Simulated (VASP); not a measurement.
Input of a VASP 6.6.1 run:

POSCAR

```
Nb
1.0
   -1.6511317439      1.6511317439      1.6511317439
    1.6511317439     -1.6511317439      1.6511317439
    1.6511317439      1.6511317439     -1.6511317439
Nb
1
Direct
    0.0000000000      0.0000000000      0.0000000000
```

Contents of INCAR.step1:

```
SYSTEM = Nb
PREC     = Accurate       ! precision mode
ENCUT    = 520            ! plane-wave cutoff, eV
ISMEAR   = -1             ! smearing method
SIGMA    = 0.1            ! smearing width, eV
LREAL    = .False.        ! projectors in reciprocal space
LASPH    = .True.         ! aspherical terms in the spheres
NELM     = 100            ! most SCF steps
NBANDS   = 12             ! bands
GGA      = PE             ! functional
ALGO     = Normal         ! electronic algorithm
EDIFF    = 1E-4           ! SCF threshold, eV
LWAVE    = .True.         ! write WAVECAR
LCHARG   = .False.        ! write CHGCAR
```

The input INCAR.step2:

```
SYSTEM = Nb
PREC     = Accurate       ! precision mode
ENCUT    = 520            ! plane-wave cutoff, eV
EDIFF    = 1E-7           ! SCF threshold, eV
ISMEAR   = -1             ! smearing method
SIGMA    = 0.1            ! smearing width, eV
LREAL    = .False.        ! projectors in reciprocal space
LASPH    = .True.         ! aspherical terms in the spheres
NELM     = 100            ! most SCF steps
ALGO     = Normal         ! electronic algorithm
ISIF     = 2              ! what is computed and relaxed
LWAVE    = .False.        ! write WAVECAR
LCHARG   = .False.        ! write CHGCAR
METAGGA  = R2SCAN         ! meta-GGA
LMIXTAU  = .True.       
NBANDS   = 12             ! bands
ISTART   = 1
```

The input KPOINTS:

```
regular mesh
0
Gamma
  11 11 11
  0 0 0
```

Potentials or basis: VASP PAW PBE potentials, release 64 (Nb_sv).

Launch:

```sh
$ cat potpaw_PBE.64/Nb_sv/POTCAR > POTCAR
$ cp INCAR.step1 INCAR
$ mpirun -np 1 vasp_std > vasp.out
$ cp INCAR.step2 INCAR
$ mpirun -np 1 vasp_std > vasp.out
```

Q: Estimate the pressure.

A: 0.6 GPa.

Caveat: the PAW data sets were made with another functional, which shifts forces and pressure a little.
